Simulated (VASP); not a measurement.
Write the native input for VASP 6.6.1 that does the following.

- Task: single point
- Functional: LDA
- Potentials or basis: VASP PAW LDA potentials, release 64 (Ga_d, N_h)
- Cutoff: 1330 eV
- k mesh: 12 × 12 × 12
- Occupations: gaussian, width 0.03 eV
- Spin: no spin polarisation
- Dipole correction: no
- Further INCAR settings: ALGO = Normal; EDIFF = 1e-06; NBANDS = 16

The structure of GaN lies in POSCAR:

```
GaN
1.0
    0.0000000000      2.0521624233      2.0521624233
    2.0521624233      0.0000000000      2.0521624233
    2.0521624233      2.0521624233      0.0000000000
Ga N
1 1
Direct
    0.0000000000      0.0000000000      0.0000000000
    0.5000000000      0.5000000000      0.5000000000
```

These files were run (other wordings do the same):

INCAR

```
SYSTEM = GaN
ALGO     = Normal         ! electronic algorithm
EDIFF    = 1E-6           ! SCF threshold, eV
ENCUT    = 1330           ! plane-wave cutoff, eV
GGA      = CA             ! functional
GGA_COMPAT= .FALSE.      
ISIF     = 2              ! what is computed and relaxed
ISMEAR   = 0              ! smearing method
LASPH    = .TRUE.         ! aspherical terms in the spheres
LCHARG   = .FALSE.        ! write CHGCAR
LREAL    = .FALSE.        ! projectors in reciprocal space
LWAVE    = .FALSE.        ! write WAVECAR
NBANDS   = 16             ! bands
NELM     = 120            ! most SCF steps
PREC     = Accurate       ! precision mode
SIGMA    = 0.03           ! smearing width, eV
```

KPOINTS

```
k-points
0
G
  12 12 12
  0 0 0
```

Potentials or basis: VASP PAW LDA potentials, release 64 (Ga_d, N_h).

The run is started by

```sh
$ cat potpaw_LDA.64/Ga_d/POTCAR potpaw_LDA.64/N_h/POTCAR > POTCAR
$ mpirun -np 1 vasp_std > vasp.out
```

It gave:

```
Pressure               : 17.4 GPa
Band gap on the k mesh : 0.99 eV (least direct gap 4.01 eV)
```

Caveat: the cell stands under pressure.

Wall time 53 s on 1 thread of Intel(R) Xeon(R) Platinum 8259CL CPU @ 2.50GHz (Skylake/Cascade Lake), on a shared host, peak memory 0.24 GiB.
